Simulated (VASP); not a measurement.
Runs of VASP 6.6.1 on GaP. The structure is that of space group I-4m2 (No. 119), or close to it. The cells are those of the table. 

```csv
cell,gap on the mesh (eV),pressure (GPa)
"a = 4.009, b = 4.009, c = 5.366 Å, 4 atoms",1.11,(c)
"a = 4.068, b = 4.068, c = 5.356 Å, 4 atoms",0.84,-4.0
"a = 4.009, b = 4.009, c = 5.406 Å, 4 atoms",1.08,(b)
"a = 4.068, b = 4.068, c = 5.294 Å, 4 atoms",0.88,(a)
```

Alike in all rows: task single point; level PBE; potentials or basis VASP PAW PBE potentials, release 64 (Ga_d, P); no spin polarisation; k mesh 8 × 8 × 6; cutoff (eV) 520; smearing gaussian 0.02 eV.

Question: Estimate the missing entries.

Answer: (a) -3.4; (b) -2.8; (c) -2.4.

Caveats: the cell stands under tension (at least some runs).

A k mesh can miss the band edges, and the runs leave out spin-orbit coupling on Ga.
